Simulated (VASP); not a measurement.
# ErH4 (Pm-3m) in VASP: further runs

Runs on ErH4. Level: PBE. Tasks: single point, relaxation of cell and atoms.

Everything below comes from runs of VASP 6.6.1. Logs are shortened: lines on timing, memory, paths and dates and some standing lists are left out, and cuts for length are marked.

## 1. The cell of the first run

Symmetry: Pm-3m, No. 221, cubic system. Conventional cell: a = 4.073 Å, b = 4.073 Å, c = 4.073 Å, α = 90.00°, β = 90.00°, γ = 90.00°. Within 2.7 Å of Er (site symmetry m-3m) lie 6 H at 2.04 Å. Within 3.8 Å of H (site symmetry m-3m) lie 12 H at 2.88 Å and 8 Er at 3.53 Å. Within 2.7 Å of H (site symmetry 4/mmm) lie 2 Er at 2.04 Å.

The cell was built from a structure type or drawn by symmetry, and may not be a known phase.

## 2. Single point, PBE

INCAR

```
ALGO     = Normal         # electronic algorithm
EDIFF    = 1E-6           # SCF threshold, eV
ENCUT    = 500            # plane-wave cutoff, eV
GGA      = PE             # functional
GGA_COMPAT= False        
ISIF     = 2              # what is computed and relaxed
ISMEAR   = 0              # smearing method
LASPH    = True           # aspherical terms in the spheres
LCHARG   = False          # write CHGCAR
LMAXMIX  = 6              # l up to which the mixer works
LREAL    = False          # projectors in reciprocal space
LWAVE    = False          # write WAVECAR
NBANDS   = 14             # bands
NELM     = 200            # most SCF steps
PREC     = Accurate       # precision mode
SIGMA    = 0.1            # smearing width, eV
```

KPOINTS

```
k-points
0
Gamma
  10 10 10
```

POSCAR

```
ErH4
1.0
    4.0728449741      0.0000000000      0.0000000000
    0.0000000000      4.0728449741      0.0000000000
    0.0000000000      0.0000000000      4.0728449741
Er H
1 4
Direct
    0.5000000000      0.5000000000      0.5000000000
    0.0000000000      0.0000000000      0.0000000000
    0.5000000000      0.5000000000      0.0000000000
    0.5000000000      0.0000000000      0.5000000000
    0.0000000000      0.5000000000      0.5000000000
```

Potentials or basis: VASP PAW PBE potentials, release 64 (Er_3, H), 4f in core.

Command:

```sh
$ cat potpaw_PBE.64/Er_3/POTCAR potpaw_PBE.64/H/POTCAR > POTCAR
$ mpirun -np 1 vasp_std > vasp.out
```

OUTCAR:

```text
EDIFF = 1E-6
   ENCUT = 500
   GGA = PE
   ISIF = 2
   ISMEAR = 0
   LASPH = True
   LREAL = False
   NELM = 200
   PREC = Accurate

 ion  position               nearest neighbor table
   1  0.500  0.500  0.500-   3 2.04   4 2.04   5 2.04   3 2.04   4 2.04   5 2.04
   2  0.000  0.000  0.000-
   3  0.500  0.500  0.000-   1 2.04   1 2.04
   4  0.500  0.000  0.500-   1 2.04   1 2.04
   5  0.000  0.500  0.500-   1 2.04   1 2.04

  LATTYP: Found a simple cubic cell.
 ALAT       =     4.0728449741

  Lattice vectors:

 A1 = (   4.0728449741,   0.0000000000,   0.0000000000)
 A2 = (   0.0000000000,   4.0728449741,   0.0000000000)
 A3 = (   0.0000000000,   0.0000000000,   4.0728449741)

Analysis of symmetry for initial positions (statically):
=====================================================================
 Subroutine PRICEL returns:
 Original cell was already a primitive cell.

 Routine SETGRP: Setting up the symmetry group for a
 simple cubic supercell.

 Subroutine GETGRP returns: Found 48 space group operations
 (whereof 48 operations were pure point group operations)
 out of a pool of 48 trial point group operations.

The static configuration has the point symmetry O_h .

Analysis of symmetry for dynamics (positions and initial velocities):
=====================================================================
 Subroutine PRICEL returns:
 Original cell was already a primitive cell.

 Routine SETGRP: Setting up the symmetry group for a
 simple cubic supercell.

 Subroutine GETGRP returns: Found 48 space group operations
 (whereof 48 operations were pure point group operations)
 out of a pool of 48 trial point group operations.

The dynamic configuration has the point symmetry O_h .

 Subroutine INISYM returns: Found 48 space group operations
 (whereof 48 operations are pure point group operations),
 and found     1 'primitive' translations

----------------------------------------------------------------------------------------

                                     Primitive cell

  volume of cell :      67.5606

  direct lattice vectors                    reciprocal lattice vectors
     4.072844974  0.000000000  0.000000000     0.245528619  0.000000000  0.000000000
     0.000000000  4.072844974  0.000000000     0.000000000  0.245528619  0.000000000
     0.000000000  0.000000000  4.072844974     0.000000000  0.000000000  0.245528619

  length of vectors
     4.072844974  4.072844974  4.072844974     0.245528619  0.245528619  0.245528619

  position of ions in fractional coordinates (direct lattice)
     0.500000000  0.500000000  0.500000000
     0.000000000  0.000000000  0.000000000
     0.500000000  0.500000000  0.000000000
     0.500000000  0.000000000  0.500000000
     0.000000000  0.500000000  0.500000000

  ion indices of the primitive-cell ions
   primitive index   ion index
                 1           1
                 2           2
                 3           3
                 4           4
                 5           5

----------------------------------------------------------------------------------------

 KPOINTS: k-points

Automatic generation of k-mesh.
 Grid dimensions read from file:
 generate k-points for:   10   10   10

 Generating k-lattice:

  Cartesian coordinates                     Fractional coordinates (reciprocal lattice)
     0.024552862  0.000000000  0.000000000     0.100000000  0.000000000  0.000000000
     0.000000000  0.024552862  0.000000000     0.000000000  0.100000000  0.000000000
     0.000000000  0.000000000  0.024552862     0.000000000  0.000000000  0.100000000

  Length of vectors
     0.024552862  0.024552862  0.024552862

  Shift w.r.t. Gamma in fractional coordinates (k-lattice)
     0.000000000  0.000000000  0.000000000

 Subroutine IBZKPT returns following result:
 ===========================================

 Found     56 irreducible k-points:

 Following reciprocal coordinates:
            Coordinates               Weight
  0.000000  0.000000  0.000000      1.000000
  0.100000  0.000000  0.000000      6.000000
  0.200000  0.000000  0.000000      6.000000
  0.300000  0.000000  0.000000      6.000000
  0.400000  0.000000  0.000000      6.000000
  0.500000  0.000000  0.000000      3.000000
[... 16 lines left out ...]
  0.200000  0.100000  0.100000     24.000000
  0.300000  0.100000  0.100000     24.000000
 [... further k-points ...]
   k-points           NKPTS =     56   k-points in BZ     NKDIM =     56   number of bands    NBANDS=     14
   number of dos      NEDOS =    301   number of ions     NIONS =      5
   total plane-waves  NPLWV =  27000
   dimension x,y,z NGX =    30 NGY =   30 NGZ =   30
   dimension x,y,z NGXF=    60 NGYF=   60 NGZF=   60
   ions per type =               1   4
   NGX,Y,Z   is equivalent  to a cutoff of  12.25, 12.25, 12.25 a.u.
   NGXF,Y,Z  is equivalent  to a cutoff of  24.49, 24.49, 24.49 a.u.
 SYSTEM =  unknown system
   PREC   = accura    normal or accurate (medium, high low for compatibility)
   ISTART =      0    job   : 0-new  1-cont  2-samecut
   ICHARG =      2    charge: 1-file 2-atom 10-const
   ISPIN  =      1    spin polarized calculation?
   LNONCOLLINEAR =      F non collinear calculations
   LSORBIT =      F    spin-orbit coupling
   LASPH  =      T    aspherical Exc in radial PAW
   ENCUT  =  500.0 eV  36.75 Ry    6.06 a.u.   7.43  7.43  7.43*2*pi/ulx,y,z
   NELM   =    200;   NELMIN=  2; NELMDL= -5     # of ELM steps
   EDIFF  = 0.1E-05   stopping-criterion for ELM
   LREAL  =      F    real-space projection
   EDIFFG = 0.1E-04   stopping-criterion for IOM
   NSW    =      0    number of steps for IOM
   IBRION =     -1    ionic relax: 0-MD 1-quasi-New 2-CG
   NFREE  =      0    steps in history (QN), initial steepest desc. (CG)
   ISIF   =      2    stress and relaxation
   ISYM   =      2    0-nonsym 1-usesym 2-fastsym
   POTIM  = 0.5000    time-step for ionic-motion
   TEBEG  =    0.0;   TEEND  =   0.0 temperature during run
   PSTRESS=    0.0 pullay stress
   NELECT =      13.0000    total number of electrons
   NUPDOWN=      -1.0000    fix difference up-down
   EMIN   =  10.00;   EMAX   =-10.00  energy-range for DOS
   EFERMI =   0.00;   METHOD = LEGACY
   ISMEAR =     0;   SIGMA  =   0.10  broadening in eV -4-tet -1-fermi 0-gaus
   EFERMI_NEDOS =   21; number of points for ismear=-14 and -15
   IALGO  =     38    algorithm
   IMIX   =      4    mixing-type and parameters
     AMIX     =   0.40;   BMIX     =  1.00
     AMIX_MAG =   1.60;   BMIX_MAG =  1.00
  volume/ion in A,a.u.               =      13.51        91.18
  Fermi-wavevector in a.u.,A,eV,Ry     =   0.945130  1.786036 12.153678  0.893270
  Thomas-Fermi vector in A             =   2.073001
   LORBIT       =      0    0 simple, 1 ext, 2 COOP (PROOUT), +10 PAW based schemes
   GGA     = PE    functional components
   LHFCALC =     F    Hartree Fock is set to
   AEXX    =    0.0000 exact exchange contribution
   IVDW    =     0    specifies the selected vdW correction
   LEPSILON=     F    determine dielectric tensor
   LRPA    =     F    only Hartree local field effects (RPA)
 non-spin polarized calculation
 Gauss-broadening in eV      SIGMA  =   0.10
  energy-cutoff  :      500.00
  volume of cell :       67.56
 maximum number of plane-waves:      1743
 NGX is ok and might be reduce to    30
   NGX = 15   NGY = 15   NGZ = 15

 number of electron      12.9999998 magnetization

 Free energy of the ion-electron system (eV)
  ---------------------------------------------------
  ext. energy  EPLUGINS =         0.00000000
  ---------------------------------------------------
  free energy    TOTEN  =       -16.37658320 eV

  energy without entropy =      -16.36855560  energy(sigma->0) =      -16.37256940

 E-fermi :  -1.4751     XC(G=0):  -7.9450

 val. band max:       -1.4814311481   @ k =   0.5000   0.3000   0.2000
 cond. band min:      -1.4703314715   @ k =   0.5000   0.3000   0.0000
 fundamental gap:      0.0110996766
 Fermi energy:        -1.4751257545

 k-point     1 :       0.0000    0.0000    0.0000
  band No.  band energies     occupation
      1     -24.9205      2.00000
      2     -24.9205      2.00000
      3     -24.9205      2.00000
      4      -6.6498      2.00000
      5      -4.1614      2.00000
      6      -4.1614      2.00000
      7      -0.6885      0.00000
      8       3.9751      0.00000
      9       3.9751      0.00000
     10       3.9751      0.00000
     11       6.1241      0.00000
     12       6.1241      0.00000
     13       6.1241      0.00000
     14      11.2865      0.00000

 k-point     2 :       0.1000    0.0000    0.0000
  band No.  band energies     occupation
      1     -24.9323      2.00000
      2     -24.9200      2.00000
      3     -24.9200      2.00000
      4      -6.5540      2.00000
      5      -4.1492      2.00000
      6      -4.0821      2.00000
      7      -0.7707      0.00000
      8       3.7539      0.00000
      9       3.7539      0.00000
     10       3.9861      0.00000
     11       6.0549      0.00000
     12       6.4127      0.00000
     13       6.4127      0.00000
     14      10.5768      0.00000

 k-point     3 :       0.2000    0.0000    0.0000
  band No.  band energies     occupation
      1     -24.9632      2.00000
      2     -24.9186      2.00000
      3     -24.9186      2.00000
      4      -6.2895      2.00000
      5      -4.1168      2.00000
      6      -3.8873      2.00000
      7      -0.9385      0.00000
      8       3.3244      0.00000
      9       3.3244      0.00000
     10       4.0153      0.00000
     11       5.8091      0.00000
     12       7.0401      0.00000
     13       7.0401      0.00000
     14       9.5566      0.00000

 k-point     4 :       0.3000    0.0000    0.0000
  band No.  band energies     occupation
      1     -25.0009      2.00000
      2     -24.9169      2.00000
      3     -24.9169      2.00000
      4      -5.9215      2.00000
      5      -4.0764      2.00000
      6      -3.7265      2.00000
      7      -0.9747      0.00000
      8       2.9322      0.00000
      9       2.9322      0.00000
     10       4.0519      0.00000
     11       5.2027      0.00000
     12       7.7429      0.00000
     13       7.7430      0.00000
     14       8.7682      0.00000

 k-point     5 :       0.4000    0.0000    0.0000
  band No.  band energies     occupation
      1     -25.0311      2.00000
      2     -24.9156      2.00000
      3     -24.9156      2.00000
      4      -5.5587      2.00000
      5      -4.0430      2.00000
      6      -3.7527      2.00000
      7      -0.7276      0.00000
      8       2.6732      0.00000
      9       2.6732      0.00000
     10       4.0820      0.00000
     11       4.2942      0.00000
[... 276 lines left out ...]
 k-point    22 :       0.1000    0.1000    0.1000
  band No.  band energies     occupation
      1     -24.9316      2.00000
      2     -24.9311      2.00000
      3     -24.9311      2.00000
      4      -6.3592      2.00000
      5      -4.0200      2.00000
      6      -4.0200      2.00000
      7      -0.9359      0.00000
      8       3.5811      0.00000
      9       3.6033      0.00000
     10       3.6033      0.00000
     11       6.2338      0.00000
     12       6.2338      0.00000
     13       7.1947      0.00000
     14      10.7345      0.00000

 k-point    23 :       0.2000    0.1000    0.1000
  band No.  band energies     occupation
      1     -24.9620      2.00000
      2     -24.9300      2.00000
      3     -24.9297      2.00000
      4      -6.0895      2.00000
      5      -3.9852      2.00000
      6      -3.8096      2.00000
      7      -1.1103      0.00000
      8       3.1326      0.00000
      9       3.3269      0.00000
     10       3.6251      0.00000
     11       5.8189      0.00000
     12       6.8647      0.00000
     13       7.6508      0.00000
     14       9.7505      0.00000

 k-point    24 :       0.3000    0.1000    0.1000
  band No.  band energies     occupation
      1     -24.9997      2.00000
      2     -24.9283      2.00000
      3     -24.9280      2.00000
      4      -5.7149      2.00000
      5      -3.9411      2.00000
      6      -3.6242      2.00000
      7      -1.1670      0.00001
      8       2.7056      0.00000
      9       3.0470      0.00000
     10       3.6693      0.00000
     11       5.2033      0.00000
     12       7.5277      0.00000
     13       7.6536      0.00000
     14       9.0381      0.00000

 [... further k-points ...]

------------------------ aborting loop because EDIFF is reached ----------------------------------------

  FORCE on cell =-STRESS in cart. coord.  units (eV):
  Direction    XX          YY          ZZ          XY          YZ          ZX
  --------------------------------------------------------------------------------------
  -------------------------------------------------------------------------------------
  Total        0.0813434      0.0813434      0.0813434     -0.0000000      0.0000000      0.0000000
  in kB        1.9290320      1.9290320      1.9290320     -0.0000000      0.0000000      0.0000000
  external PRESSURE =       1.9290320 kB  Pullay stress =       0.0000000 kB

 VOLUME and BASIS-vectors are now :
 -----------------------------------------------------------------------------
  energy-cutoff  :      500.00
  volume of cell :       67.56
      direct lattice vectors                 reciprocal lattice vectors
     4.072844974  0.000000000  0.000000000     0.245528619  0.000000000  0.000000000
     0.000000000  4.072844974  0.000000000     0.000000000  0.245528619  0.000000000
     0.000000000  0.000000000  4.072844974     0.000000000  0.000000000  0.245528619

 POSITION                                       TOTAL-FORCE (eV/Angst)
 -----------------------------------------------------------------------------------
      2.03642      2.03642      2.03642         0.000000      0.000000      0.000000
      0.00000      0.00000      0.00000         0.000000      0.000000      0.000000
      2.03642      2.03642      0.00000         0.000000      0.000000      0.000000
      2.03642      0.00000      2.03642         0.000000      0.000000      0.000000
      0.00000      2.03642      2.03642         0.000000      0.000000      0.000000
 -----------------------------------------------------------------------------------
    total drift:                                0.000000      0.000000     -0.000000

  FREE ENERGIE OF THE ION-ELECTRON SYSTEM (eV)
  ---------------------------------------------------
  free  energy   TOTEN  =       -16.3765832042 eV

  energy  without entropy=      -16.3685556049  energy(sigma->0) =      -16.37256940
```

Wall time 52 s (1 thread of Intel Xeon 6975P-C (Granite Rapids), shared host); peak memory 0.19 GiB.

Results:

```
Free energy            : -16.3766 eV
Pressure               : 0.2 GPa
Band gap on the k mesh : zero (an odd number of electrons rules out a gap without spin polarisation)
```

Caveat: spin-orbit coupling is left out, which moves the levels of the heavy elements; the 4f electrons are frozen in the core, so they carry no moment and show no levels.

## 3. Relaxation of cell and atoms, PBE

This run uses another cell than the first one, of 13.42 Å³/atom.

INCAR

```
SYSTEM = ErH4
PREC     = Accurate       ! precision mode
ENCUT    = 500            ! plane-wave cutoff, eV
EDIFF    = 1E-7           ! SCF threshold, eV
ISMEAR   = 0              ! smearing method
SIGMA    = 0.1            ! smearing width, eV
LREAL    = .FALSE.        ! projectors in reciprocal space
LASPH    = .TRUE.         ! aspherical terms in the spheres
NELM     = 200            ! most SCF steps
ALGO     = Normal         ! electronic algorithm
ISIF     = 3              ! what is computed and relaxed
LWAVE    = .FALSE.        ! write WAVECAR
LCHARG   = .FALSE.        ! write CHGCAR
GGA      = PE             ! functional
IBRION   = 2              ! ionic algorithm
NSW      = 100            ! ionic steps
EDIFFG   = -0.01          ! ionic threshold
GGA_COMPAT= .FALSE.      
NELMIN   = 4            
LMAXMIX  = 6              ! l up to which the mixer works
```

KPOINTS

```
regular mesh
0
G
  10 10 10
  0 0 0
```

Changes to POSCAR since step 2:

```diff
@@ -2,5 +2,5 @@
 1.0
-    4.0728449741      0.0000000000      0.0000000000
-    0.0000000000      4.0728449741      0.0000000000
-    0.0000000000      0.0000000000      4.0728449741
+    4.0632377231      0.0000000000      0.0000000000
+    0.0000000000      4.0632377231      0.0000000000
+    0.0000000000      0.0000000000      4.0632377231
 Er H
```

Potentials or basis: VASP PAW PBE potentials, release 64 (Er_3, H), 4f in core.

Command:

```sh
$ cat potpaw_PBE.64/Er_3/POTCAR potpaw_PBE.64/H/POTCAR > POTCAR
$ mpirun -np 1 vasp_std > vasp.out
```

Run time: 84 s. Hardware: 1 thread of Intel Xeon 6975P-C (Granite Rapids), shared host; peak memory 0.2 GiB.

The run converged. Its results:

```yaml
Free_energy: -16.3763 eV
Relaxed_volume: 13.58 Å³/atom
Relaxed_cell: a = 4.080 Å, b = 4.080 Å, c = 4.080 Å, α = 90.00°, β = 90.00°, γ = 90.00°
Space_group_after_relaxing_to_0.1_Å: Pm-3m (No. 221)
Energy_gained_by_relaxing: 0.2 meV/atom
Ionic_steps: 3
Pressure_after_relaxing: 0.0 GPa
Band_gap_on_the_k_mesh: zero (an odd number of electrons rules out a gap without spin polarisation)
```

The path:
| step | energy change (eV) | largest force (eV/Å) | pressure (GPa) | volume (Å³) |
| --- | --- | --- | --- | --- |
| 1 | 0.0000 | 0.0000 | 0.49 | 67.08 |
| 2 | -0.0009 | 0.0000 | 0.24 | 67.48 |
| 3 | -0.0012 | 0.0000 | -0.03 | 67.91 |

Final structure:
```
CELL_PARAMETERS angstrom
4.07987 0.00000 0.00000
0.00000 4.07987 0.00000
0.00000 0.00000 4.07987
ATOMIC_POSITIONS crystal
Er 0.50000 0.50000 0.50000
H 0.00000 0.00000 0.00000
H 0.50000 0.50000 0.00000
H 0.50000 0.00000 0.50000
H 0.00000 0.50000 0.50000
```

Levels at points of the mesh, in eV from the Fermi level:
```tsv
k point	band 3	band 4	band 5	band 6	band 7	band 8	band 9	band 10
(0.00, 0.00, 0.00)	-23.46	-5.15	-2.67	-2.67	0.78	5.43	5.43	5.43
(0.50, 0.00, 0.00)	-23.46	-3.90	-2.54	-2.34	0.95	4.05	4.05	5.27
(0.50, 0.50, 0.00)	-23.45	-3.06	-1.14	-0.95	-0.95	3.98	4.35	4.35
(0.50, 0.50, 0.50)	-23.57	-0.56	-0.56	-0.56	-0.31	2.20	2.20	2.20
```

Caveat: spin-orbit coupling is left out, which moves the levels of the heavy elements; the 4f electrons are frozen in the core, so they carry no moment and show no levels. Spin polarisation is off, so any magnetic state and its effect on volume and gap are missing.
